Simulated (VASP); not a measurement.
# MgO2 (R-3m) in VASP: single point with r2SCAN

Aim: the single point of MgO2 with r2SCAN.

Program: VASP 6.6.1. These are calculated values, not measurements. Logs are shortened: lines on timing, memory, paths and dates and some standing lists are left out, and cuts for length are marked.

**1. The cell of the first run**

The structure is trigonal, space group R-3m (No. 166). Conventional cell: a = 3.206 Å, b = 3.206 Å, c = 10.461 Å, α = 90.00°, β = 90.00°, γ = 120.00°. Mg (site symmetry -3m) has 6 O at 2.10 Å within 2.8 Å. Within 2.0 Å of O (site symmetry 3m) lie 1 O at 1.49 Å.

**2. Single point, r2SCAN**

Input file POSCAR:

```
MgO2
1.0
    1.6028500343      0.9254058988      3.4870273903
   -1.6028500343      0.9254058988      3.4870273903
    0.0000000000     -1.8508117976      3.4870273903
Mg O
1 2
Direct
    0.0000000000      0.0000000000      0.0000000000
    0.4288490066      0.4288490066      0.4288490066
    0.5711509934      0.5711509934      0.5711509934
```

Input file INCAR.step1:

```
SYSTEM = MgO2
  ALGO = Normal
  EDIFF = 1E-5
  ENCUT = 920
  GGA = PE
  GGA_COMPAT = .FALSE.
  ISMEAR = 0
  LASPH = .TRUE.
  LCHARG = .FALSE.
  LREAL = .FALSE.
  LWAVE = .TRUE.
  NBANDS = 18
  NELM = 120
  PREC = Accurate
  SIGMA = 0.02
```

Input file INCAR.step2:

```
SYSTEM = MgO2
  ALGO = Normal
  EDIFF = 1E-6
  ENCUT = 920
  GGA_COMPAT = .FALSE.
  ISIF = 2
  ISMEAR = 0
  ISTART = 1
  LASPH = .TRUE.
  LCHARG = .FALSE.
  LMIXTAU = .TRUE.
  LREAL = .FALSE.
  LWAVE = .FALSE.
  METAGGA = R2SCAN
  NBANDS = 18
  NELM = 120
  PREC = Accurate
  SIGMA = 0.02
```

Input file KPOINTS:

```
k-points
0
G
  12 12 12
  0 0 0
```

Potentials or basis: VASP PAW PBE potentials, release 64 (Mg_sv, O).

Launch:

```bash
$ cat potpaw_PBE.64/Mg_sv/POTCAR potpaw_PBE.64/O/POTCAR > POTCAR
$ cp INCAR.step1 INCAR
$ mpirun -np 1 vasp_std > vasp.out
$ cp INCAR.step2 INCAR
$ mpirun -np 1 vasp_std > vasp.out
```

OUTCAR:

```text
SYSTEM = MgO2
   EDIFF = 1E-6
   ENCUT = 920
   ISIF = 2
   ISMEAR = 0
   ISTART = 1
   LASPH = .TRUE.
   LREAL = .FALSE.
   METAGGA = R2SCAN
   NELM = 120
   PREC = Accurate

 ion  position               nearest neighbor table
   1  0.000  0.000  0.000-   3 2.10   3 2.10   2 2.10   2 2.10   3 2.10   2 2.10
   2  0.429  0.429  0.429-   3 1.49   1 2.10   1 2.10   1 2.10
   3  0.571  0.571  0.571-   2 1.49   1 2.10   1 2.10   1 2.10

  LATTYP: Found a trigonal (rhomboedric) cell.
 ALAT       =     3.9477670056
 COS(alpha) =     0.6703047036

  Lattice vectors:

 A1 = (   1.6028500343,   0.9254058988,   3.4870273903)
 A2 = (  -1.6028500343,   0.9254058988,   3.4870273903)
 A3 = (   0.0000000000,  -1.8508117976,   3.4870273903)

Analysis of symmetry for initial positions (statically):
=====================================================================
 Subroutine PRICEL returns:
 Original cell was already a primitive cell.

 Routine SETGRP: Setting up the symmetry group for a
 trigonal (rhombohedral) supercell.

 Subroutine GETGRP returns: Found 12 space group operations
 (whereof 12 operations were pure point group operations)
 out of a pool of 12 trial point group operations.

The static configuration has the point symmetry D_3d.

Analysis of symmetry for dynamics (positions and initial velocities):
=====================================================================
 Subroutine PRICEL returns:
 Original cell was already a primitive cell.

 Routine SETGRP: Setting up the symmetry group for a
 trigonal (rhombohedral) supercell.

 Subroutine GETGRP returns: Found 12 space group operations
 (whereof 12 operations were pure point group operations)
 out of a pool of 12 trial point group operations.

The dynamic configuration has the point symmetry D_3d.

 Subroutine INISYM returns: Found 12 space group operations
 (whereof 12 operations are pure point group operations),
 and found     1 'primitive' translations

----------------------------------------------------------------------------------------

                                     Primitive cell

  volume of cell :      31.0336

  direct lattice vectors                    reciprocal lattice vectors
     1.602850034  0.925405899  3.487027390     0.311944342  0.180101150  0.095592405
    -1.602850034  0.925405899  3.487027390    -0.311944342  0.180101150  0.095592405
     0.000000000 -1.850811798  3.487027390     0.000000000 -0.360202300  0.095592405

  length of vectors
     3.947767006  3.947767006  3.947767006     0.372670907  0.372670907  0.372670907

  position of ions in fractional coordinates (direct lattice)
     0.000000000  0.000000000  0.000000000
     0.428849007  0.428849007  0.428849007
     0.571150993  0.571150993  0.571150993

  ion indices of the primitive-cell ions
   primitive index   ion index
                 1           1
                 2           2
                 3           3

----------------------------------------------------------------------------------------

 KPOINTS: k-points

Automatic generation of k-mesh.
 Grid dimensions read from file:
 generate k-points for:   12   12   12

 Generating k-lattice:

  Cartesian coordinates                     Fractional coordinates (reciprocal lattice)
     0.025995362  0.015008429  0.007966034     0.083333333  0.000000000 -0.000000000
    -0.025995362  0.015008429  0.007966034     0.000000000  0.083333333 -0.000000000
     0.000000000 -0.030016858  0.007966034    -0.000000000 -0.000000000  0.083333333

  Length of vectors
     0.031055909  0.031055909  0.031055909

  Shift w.r.t. Gamma in fractional coordinates (k-lattice)
     0.000000000  0.000000000  0.000000000

 Subroutine IBZKPT returns following result:
 ===========================================

 Found    189 irreducible k-points:

 Following reciprocal coordinates:
            Coordinates               Weight
  0.000000  0.000000  0.000000      1.000000
  0.083333  0.000000  0.000000      6.000000
  0.166667  0.000000  0.000000      6.000000
  0.250000  0.000000  0.000000      6.000000
  0.333333  0.000000  0.000000      6.000000
  0.416667 -0.000000  0.000000      6.000000
[... 16 lines left out ...]
  0.500000  0.166667  0.000000     12.000000
 -0.416667  0.166667 -0.000000     12.000000
 [... further k-points ...]
   k-points           NKPTS =    189   k-points in BZ     NKDIM =    189   number of bands    NBANDS=     18
   number of dos      NEDOS =    301   number of ions     NIONS =      3
   total plane-waves  NPLWV =  64000
   dimension x,y,z NGX =    40 NGY =   40 NGZ =   40
   dimension x,y,z NGXF=    80 NGYF=   80 NGZF=   80
   ions per type =               1   2
   NGX,Y,Z   is equivalent  to a cutoff of  16.84, 16.84, 16.84 a.u.
   NGXF,Y,Z  is equivalent  to a cutoff of  33.69, 33.69, 33.69 a.u.
 SYSTEM =  MgO2
   PREC   = accura    normal or accurate (medium, high low for compatibility)
   ISTART =      1    job   : 0-new  1-cont  2-samecut
   ICHARG =      0    charge: 1-file 2-atom 10-const
   ISPIN  =      1    spin polarized calculation?
   LNONCOLLINEAR =      F non collinear calculations
   LSORBIT =      F    spin-orbit coupling
   LASPH  =      T    aspherical Exc in radial PAW
   ENCUT  =  920.0 eV  67.62 Ry    8.22 a.u.   9.76  9.76  9.76*2*pi/ulx,y,z
   NELM   =    120;   NELMIN=  2; NELMDL=  0     # of ELM steps
   EDIFF  = 0.1E-05   stopping-criterion for ELM
   LREAL  =      F    real-space projection
   EDIFFG = 0.1E-04   stopping-criterion for IOM
   NSW    =      0    number of steps for IOM
   IBRION =     -1    ionic relax: 0-MD 1-quasi-New 2-CG
   NFREE  =      0    steps in history (QN), initial steepest desc. (CG)
   ISIF   =      2    stress and relaxation
   ISYM   =      2    0-nonsym 1-usesym 2-fastsym
   POTIM  = 0.5000    time-step for ionic-motion
   TEBEG  =    0.0;   TEEND  =   0.0 temperature during run
   PSTRESS=    0.0 pullay stress
   NELECT =      22.0000    total number of electrons
   NUPDOWN=      -1.0000    fix difference up-down
   EMIN   =  10.00;   EMAX   =-10.00  energy-range for DOS
   EFERMI =   0.00;   METHOD = LEGACY
   ISMEAR =     0;   SIGMA  =   0.02  broadening in eV -4-tet -1-fermi 0-gaus
   EFERMI_NEDOS =   21; number of points for ismear=-14 and -15
   IALGO  =     38    algorithm
   IMIX   =      4    mixing-type and parameters
     AMIX     =   0.40;   BMIX     =  1.00
     AMIX_MAG =   1.60;   BMIX_MAG =  1.00
  volume/ion in A,a.u.               =      10.34        69.81
  Fermi-wavevector in a.u.,A,eV,Ry     =   1.459728  2.758485 28.991355  2.130805
  Thomas-Fermi vector in A             =   2.576261
   LORBIT       =      0    0 simple, 1 ext, 2 COOP (PROOUT), +10 PAW based schemes
   METAGGA = R2SCAN    functional components
   LHFCALC =     F    Hartree Fock is set to
   AEXX    =    0.0000 exact exchange contribution
   IVDW    =     0    specifies the selected vdW correction
   LEPSILON=     F    determine dielectric tensor
   LRPA    =     F    only Hartree local field effects (RPA)
 non-spin polarized calculation
 Gauss-broadening in eV      SIGMA  =   0.02
  energy-cutoff  :      920.00
  volume of cell :       31.03
 maximum number of plane-waves:      1986
   NGX = 19   NGY = 19   NGZ = 19

 number of electron      21.9999995 magnetization

 Free energy of the ion-electron system (eV)
  ---------------------------------------------------
  ext. energy  EPLUGINS =         0.00000000
  ---------------------------------------------------
  free energy    TOTEN  =       -21.56397143 eV

  energy without entropy =      -21.56397143  energy(sigma->0) =      -21.56397143

 E-fermi :   2.2056     XC(G=0): -11.0388

 val. band max:        2.1156032007   @ k =   0.5000   0.5000   0.5000
 cond. band min:       5.0949572758   @ k =   0.5000   0.5000   0.5000
 fundamental gap:      2.9793540751
 Fermi energy:         2.2056169565

 k-point     1 :       0.0000    0.0000    0.0000
  band No.  band energies     occupation
      1     -74.0665      2.00000
      2     -39.1996      2.00000
      3     -39.1669      2.00000
      4     -39.1669      2.00000
      5     -20.2127      2.00000
      6     -13.3028      2.00000
[... 10 lines left out ...]
     17      17.9480      0.00000
     18      20.0057      0.00000

 k-point     2 :       0.0833    0.0000    0.0000
  band No.  band energies     occupation
      1     -74.0663      2.00000
      2     -39.1993      2.00000
      3     -39.1692      2.00000
      4     -39.1674      2.00000
      5     -20.1808      2.00000
      6     -13.3228      2.00000
[... 10 lines left out ...]
     17      18.1470      0.00000
     18      19.6716      0.00000

 k-point     3 :       0.1667    0.0000    0.0000
  band No.  band energies     occupation
      1     -74.0660      2.00000
      2     -39.1984      2.00000
      3     -39.1753      2.00000
      4     -39.1687      2.00000
      5     -20.0923      2.00000
      6     -13.3777      2.00000
[... 10 lines left out ...]
     17      18.7283      0.00000
     18      18.9348      0.00000

 k-point     4 :       0.2500    0.0000    0.0000
  band No.  band energies     occupation
      1     -74.0654      2.00000
      2     -39.1973      2.00000
      3     -39.1837      2.00000
      4     -39.1704      2.00000
      5     -19.9679      2.00000
      6     -13.4532      2.00000
[... 10 lines left out ...]
     17      18.4014      0.00000
     18      19.6298      0.00000

 k-point     5 :       0.3333    0.0000    0.0000
  band No.  band energies     occupation
      1     -74.0650      2.00000
      2     -39.1967      2.00000
      3     -39.1915      2.00000
      4     -39.1721      2.00000
      5     -19.8392      2.00000
      6     -13.5299      2.00000
[... 10 lines left out ...]
     17      18.3287      0.00000
     18      20.4975      0.00000

 k-point     6 :       0.4167   -0.0000    0.0000
  band No.  band energies     occupation
      1     -74.0646      2.00000
      2     -39.1993      2.00000
      3     -39.1941      2.00000
      4     -39.1734      2.00000
      5     -19.7419      2.00000
      6     -13.5871      2.00000
[... 10 lines left out ...]
     17      18.1503      0.00000
     18      20.7071      0.00000

 k-point     7 :       0.5000    0.0000    0.0000
  band No.  band energies     occupation
      1     -74.0645      2.00000
      2     -39.2012      2.00000
      3     -39.1941      2.00000
      4     -39.1738      2.00000
      5     -19.7056      2.00000
      6     -13.6083      2.00000
[... 10 lines left out ...]
     17      18.0044      0.00000
     18      20.7610      0.00000

 k-point     8 :       0.0833    0.0833    0.0000
  band No.  band energies     occupation
      1     -74.0663      2.00000
      2     -39.1994      2.00000
      3     -39.1692      2.00000
      4     -39.1674      2.00000
      5     -20.1713      2.00000
      6     -13.3616      2.00000
[... 10 lines left out ...]
     17      18.0543      0.00000
     18      19.6282      0.00000
[... 229 lines left out ...]
     17      18.5346      0.00000
     18      19.1231      0.00000

 k-point    20 :       0.2500    0.1667    0.0000
  band No.  band energies     occupation
      1     -74.0657      2.00000
      2     -39.1981      2.00000
      3     -39.1801      2.00000
      4     -39.1703      2.00000
      5     -19.9688      2.00000
      6     -13.6004      2.00000
[... 10 lines left out ...]
     17      18.6687      0.00000
     18      19.5097      0.00000

 k-point    21 :       0.3333    0.1667    0.0000
  band No.  band energies     occupation
      1     -74.0652      2.00000
      2     -39.1971      2.00000
      3     -39.1861      2.00000
      4     -39.1729      2.00000
      5     -19.8563      2.00000
      6     -13.6733      2.00000
[... 10 lines left out ...]
     17      18.9372      0.00000
     18      19.9534      0.00000

 k-point    22 :       0.4167    0.1667    0.0000
  band No.  band energies     occupation
      1     -74.0648      2.00000
      2     -39.1963      2.00000
      3     -39.1915      2.00000
      4     -39.1759      2.00000
      5     -19.7507      2.00000
      6     -13.7121      2.00000
[... 10 lines left out ...]
     17      18.7122      0.00000
     18      20.3591      0.00000

 k-point    23 :       0.5000    0.1667    0.0000
  band No.  band energies     occupation
      1     -74.0645      2.00000
      2     -39.1971      2.00000
      3     -39.1939      2.00000
      4     -39.1782      2.00000
      5     -19.6822      2.00000
      6     -13.7054      2.00000
[... 10 lines left out ...]
     17      18.1934      0.00000
     18      20.5476      0.00000

 k-point    24 :      -0.4167    0.1667   -0.0000
  band No.  band energies     occupation
      1     -74.0643      2.00000
      2     -39.1981      2.00000
      3     -39.1939      2.00000
      4     -39.1791      2.00000
      5     -19.6714      2.00000
      6     -13.6538      2.00000
[... 10 lines left out ...]
     17      17.9350      0.00000
     18      20.5541      0.00000

 [... further k-points ...]

------------------------ aborting loop because EDIFF is reached ----------------------------------------

  FORCE on cell =-STRESS in cart. coord.  units (eV):
  Direction    XX          YY          ZZ          XY          YZ          ZX
  --------------------------------------------------------------------------------------
  -------------------------------------------------------------------------------------
  Total       -0.8333166     -0.8333166     -0.6689855      0.0000000      0.0000000      0.0000000
  in kB      -43.0218283    -43.0218283    -34.5378687      0.0000000      0.0000000      0.0000000
  external PRESSURE =     -40.1938418 kB  Pullay stress =       0.0000000 kB

 VOLUME and BASIS-vectors are now :
 -----------------------------------------------------------------------------
  energy-cutoff  :      920.00
  volume of cell :       31.03
      direct lattice vectors                 reciprocal lattice vectors
     1.602850034  0.925405899  3.487027390     0.311944342  0.180101150  0.095592405
    -1.602850034  0.925405899  3.487027390    -0.311944342  0.180101150  0.095592405
     0.000000000 -1.850811798  3.487027390     0.000000000 -0.360202300  0.095592405

 POSITION                                       TOTAL-FORCE (eV/Angst)
 -----------------------------------------------------------------------------------
      0.00000      0.00000      0.00000         0.000000     -0.000000      0.000000
      0.00000      0.00000      4.48622         0.000000      0.000000     -0.042866
      0.00000      0.00000      5.97486         0.000000      0.000000      0.042866
 -----------------------------------------------------------------------------------
    total drift:                               -0.000000     -0.000000      0.000000

  FREE ENERGIE OF THE ION-ELECTRON SYSTEM (eV)
  ---------------------------------------------------
  free  energy   TOTEN  =       -21.5639714301 eV

  energy  without entropy=      -21.5639714301  energy(sigma->0) =      -21.56397143
```

Wall time 8.5 min (1 thread of Intel Xeon 6975P-C (Granite Rapids), shared host); peak memory 0.41 GiB.

Results:

```yaml
Free_energy: -21.5640 eV
Pressure: -4.0 GPa
Largest_force: 0.043 eV/Å
Band_gap_on_the_k_mesh: 2.98 eV
```

Forces on the atoms (eV/Å):
```
Mg   0.000  0.000  0.000
O    0.000  0.000 -0.043
O    0.000  0.000  0.043
```

Levels at points of the mesh, in eV from the valence-band top:
```
           k point  band 7  band 8  band 9  band 10  band 11  band 12  band 13  band 14  band 15  band 16
(0.00, 0.00, 0.00)   -7.58   -3.45   -3.45    -0.83    -0.83     5.32     5.63    13.22    15.26    15.83
(0.50, 0.00, 0.00)   -6.59   -6.14   -3.79    -1.27    -1.12     4.92     9.45    11.25    13.68    15.30
(0.50, 0.50, 0.00)   -5.95   -5.47   -4.47    -2.12    -0.14     4.24     8.65    11.92    13.59    13.98
(0.50, 0.50, 0.50)   -4.86   -3.99   -3.99     0.00     0.00     2.98     5.71    10.53    15.26    15.26
```

Caveat: the cell stands under tension; the PAW data sets were made with another functional, which shifts forces and pressure a little. A k mesh can miss the band edges.
